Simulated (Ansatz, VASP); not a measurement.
Two plane-wave programs on SrO

File INCAR:

```
SYSTEM = SrO
PREC = Accurate ; ENCUT = 600
EDIFF = 1E-6 ; ISMEAR = -1
SIGMA = 0.01 ; LREAL = .FALSE.
LASPH = .TRUE. ; NELM = 80
ALGO = Normal ; ISIF = 3
LWAVE = .FALSE. ; LCHARG = .FALSE.
GGA = PS ; IVDW = 12
IBRION = 2 ; NSW = 80
EDIFFG = -0.01
```

KPOINTS

```
regular mesh
0
G
  6 6 4
  0 0 0
```

Contents of POSCAR:

```
SrO
1.0
    4.2754662700      0.0000000000      0.0000000000
   -2.1377331300      3.7026624000      0.0000000000
    0.0000000000      0.0000000000      5.1555949900
Sr O
2 2
Direct
    0.3333333333      0.6666666667      0.9381277000
    0.6666666667      0.3333333333      0.4381277000
    0.3333333333      0.6666666667      0.4368723000
    0.6666666667      0.3333333333      0.9368723000
```

Input for Ansatz:

```yaml
crystal:
  lattice:
    - [4.27546627, 0.0, 0.0]
    - [-2.13773313, 3.7026624, 0.0]
    - [0.0, 0.0, 5.15559499]
  atoms:
    - { symbol: Sr, position: [0.3333333333333333, 0.6666666666666666, 0.9381277000000001] }
    - { symbol: Sr, position: [0.6666666666666666, 0.3333333333333333, 0.4381277] }
    - { symbol: O, position: [0.3333333333333333, 0.6666666666666666, 0.4368723] }
    - { symbol: O, position: [0.6666666666666666, 0.3333333333333333, 0.9368723] }
basis:
  ecutwfc: 420.0
kpoints:
  mp_grid:
    grid: [6, 6, 4]
    shift: [0.0, 0.0, 0.0]
hamiltonian:
  xc: pbesol
  dispersion: d3bj
scf:
  occupations:
    method: fermi_dirac
    width: 0.01
relax:
  cell: {}
```

Alike in both runs: task relaxation of cell and atoms; functional PBEsol; dispersion D3(BJ); k mesh 6 × 6 × 4; occupations fermi-dirac, width 0.01 eV; no spin polarisation.

|  | VASP | Ansatz |
| --- | --- | --- |
| version | VASP 6.6.1 | Ansatz 0.2.0 |
| potentials or method | VASP PAW PBE potentials, release 64 (Sr_sv, O), cutoff 600 eV | plane waves, PAW |
| valence electrons in the cell | 32 | 32 |

|  | VASP | Ansatz | Ansatz less VASP |
| --- | --- | --- | --- |
| relaxed volume (Å³/atom) | 19.50 | 19.36 | -0.134 |
| relaxed length of the cell vector where the two differ most in proportion (Å) | 4.208 | 4.198 | -0.0098 |

VASP's potentials were made for PBE, not for PBEsol.
